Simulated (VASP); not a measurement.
A run of VASP 6.6.1:

File INCAR:

```
ALGO     = Normal         # electronic algorithm
EDIFF    = 1E-6           # SCF threshold, eV
EDIFFG   = -0.005         # ionic threshold
ENCUT    = 600            # plane-wave cutoff, eV
GGA      = PE             # functional
IBRION   = 2              # ionic algorithm
ISIF     = 3              # what is computed and relaxed
ISMEAR   = -1             # smearing method
LASPH    = True           # aspherical terms in the spheres
LCHARG   = False          # write CHGCAR
LREAL    = False          # projectors in reciprocal space
LWAVE    = False          # write WAVECAR
NELM     = 100            # most SCF steps
NSW      = 80             # ionic steps
PREC     = Accurate       # precision mode
SIGMA    = 0.05           # smearing width, eV
```

The input KPOINTS:

```
k-points
0
Gamma
  5 5 5
```

POSCAR

```
RbBr
1.0
    4.1260773000      0.0000000000      0.0000000000
    0.0000000000      4.1260773000      0.0000000000
    0.0000000000      0.0000000000      4.1260773000
Rb Br
1 1
Direct
    0.0000000000      0.0000000000      0.0000000000
    0.5000000000      0.5000000000      0.5000000000
```

Potentials or basis: VASP PAW PBE potentials, release 64 (Rb_sv, Br).

Command:

```console
$ cat potpaw_PBE.64/Rb_sv/POTCAR potpaw_PBE.64/Br/POTCAR > POTCAR
$ mpirun -np 1 vasp_std > vasp.out
```

Hardware: 1 thread of AMD EPYC 7R13 (shared host).

Q: Estimate the wall time of this run.

A: Run time: 87 s on 1 thread of AMD EPYC 7R13, on a shared host, peak memory 0.18 GiB. Counts: scf iterations 36, k points 10, ion steps 4.
